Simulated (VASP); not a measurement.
TaN, 2 atoms in the cell. It takes space group P-6m2 (No. 187, hexagonal). The conventional cell has a = 2.878 Å, b = 2.878 Å, c = 2.824 Å, α = 90.00°, β = 90.00°, γ = 120.00°. Ta (site symmetry -6m2) has 6 N at 2.18 Å and 8 Ta at 2.82 to 2.88 Å within 2.9 Å. Within 2.9 Å of N (site symmetry -6m2) lie 6 Ta at 2.18 Å and 8 N at 2.82 to 2.88 Å. 

| Property | Result |
| --- | --- |
| Program | VASP 6.6.1 |
| Task | single point |
| Functional | PBE |
| Potentials or basis | VASP PAW PBE potentials, release 64 (Ta_pv, N) |
| Cutoff | 520 eV |
| k mesh | 10 × 10 × 9 |
| Occupations | fermi-dirac, width 0.05 eV |
| Spin | no spin polarisation |
| Dipole correction | no |
| Further INCAR settings | ALGO = Normal; EDIFF = 1e-06; NBANDS = 15 |

Potentials or basis: VASP PAW PBE potentials, release 64 (Ta_pv, N).

Run with:

```bash
$ cat potpaw_PBE.64/Ta_pv/POTCAR potpaw_PBE.64/N/POTCAR > POTCAR
$ mpirun -np 1 vasp_std > vasp.out
```

Hardware: 1 thread of Intel(R) Xeon(R) Platinum 8259CL CPU @ 2.50GHz (Skylake/Cascade Lake), on a shared host.

Question: Estimate the wall time of this run.

Answer: It took 21 s on 1 thread of Intel(R) Xeon(R) Platinum 8259CL CPU @ 2.50GHz (Skylake/Cascade Lake) (shared host), peak memory 0.15 GiB. Counts: scf iterations 13, k points 70.
